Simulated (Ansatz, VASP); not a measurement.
**InSb: VASP beside Ansatz**

INCAR

```
SYSTEM = InSb
  ALGO = Normal
  EDIFF = 1E-8
  ENCUT = 400
  GGA = PE
  GGA_COMPAT = .FALSE.
  ISIF = 2
  ISMEAR = -1
  LASPH = .TRUE.
  LCHARG = .FALSE.
  LEFG = .TRUE.
  LREAL = .FALSE.
  LWAVE = .FALSE.
  NBANDS = 16
  NELM = 120
  PREC = Accurate
  SIGMA = 0.03
```

File KPOINTS:

```
k-points
0
G
  10 10 10
  0 0 0
```

Contents of POSCAR:

```
InSb
1.0
    0.0000000000      3.2067090000      3.2391000000
    3.2067090000      0.0000000000      3.2391000000
    3.2067090000      3.2067090000      0.0000000000
In Sb
1 1
Direct
    0.0000000000      0.0000000000      0.0000000000
    0.7500000000      0.7500000000      0.7500000000
```

Input for Ansatz:

```yaml
crystal:
  lattice:
    - [0.0, 3.206709, 3.2391]
    - [3.206709, 0.0, 3.2391]
    - [3.206709, 3.206709, 0.0]
  atoms:
    - { symbol: In, position: [0.0, 0.0, 0.0] }
    - { symbol: Sb, position: [0.75, 0.75, 0.75] }
kpoints:
  mp_grid: { grid: [10, 10, 10] }
scf:
  occupations: { method: fermi_dirac, width: 0.03 }
hamiltonian:
  xc: pbe
  pseudopotentials: { kind: all_electron, datasets: crystal }
output:
  forces: true
  stress: true
  eigenvalues: true
  efg: { contact_densities: true }
```

Change from the starting cell: equal xx and yy strain of -1 %, crystal datasets.

Alike in both runs: task electric field gradients; functional PBE; k mesh 10 × 10 × 10; occupations fermi-dirac, width 0.03 eV; no spin polarisation.

|  | VASP | Ansatz |
| --- | --- | --- |
| version | VASP 6.6.1 | Ansatz 0.2.0 |
| potentials or method | VASP PAW PBE potentials, release 64 (In_d, Sb), cutoff 400 eV | all-electron PAW with datasets made for the crystal, scalar-relativistic |

Ansatz gave:

| Quantity | Value |
| --- | --- |
| pressure (GPa) | 4.2 |
| traceless stress, the component that is largest in VASP (GPa) | -0.17 |
| size of Vzz on the site where it differs most (V/Å²) | 3.0 |

What did VASP give for the same quantities?

Pressure (GPa): 4.2; traceless stress, the component that is largest in VASP (GPa): -0.17; size of Vzz on the site where it differs most (V/Å²): 2.8.

Ansatz ran all-electron here, and VASP with PAW potentials.

Spin-orbit coupling is off throughout.
